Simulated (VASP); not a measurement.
Here is a VASP 6.6.1 calculation.

File INCAR:

```
SYSTEM = Ir
PREC     = Accurate       ! precision mode
ENCUT    = 520            ! plane-wave cutoff, eV
EDIFF    = 1E-7           ! SCF threshold, eV
ISMEAR   = -1             ! smearing method
SIGMA    = 0.1            ! smearing width, eV
LREAL    = .False.        ! projectors in reciprocal space
LASPH    = .True.         ! aspherical terms in the spheres
NELM     = 60             ! most SCF steps
ALGO     = Normal         ! electronic algorithm
ISIF     = 2              ! what is computed and relaxed
LWAVE    = .False.        ! write WAVECAR
LCHARG   = .False.        ! write CHGCAR
GGA      = CA             ! functional
NBANDS   = 16             ! bands
```

KPOINTS

```
regular mesh
0
Gamma
  13 13 13
  0 0 0
```

File POSCAR:

```
Ir
1.0
    0.0000000000      2.2836419518      2.2836419518
    2.2836419518      0.0000000000      2.2836419518
    2.2836419518      2.2836419518      0.0000000000
Ir
2
Direct
   -0.1250000000     -0.1250000000     -0.1250000000
    0.1250000000      0.1250000000      0.1250000000
```

Potentials or basis: VASP PAW LDA potentials, release 64 (Ir).

The run is started by

```sh
$ cat potpaw_LDA.64/Ir/POTCAR > POTCAR
$ mpirun -np 1 vasp_std > vasp.out
```

(1) Predict the band gap on the k mesh.

(2) Predict the pressure.

Answers

(1) zero (bands 9 and 10 overlap by 3.55 eV).

(2) 367.5 GPa.

Caveat: the cell stands under pressure; spin-orbit coupling is left out, which moves the levels of the heavy elements.
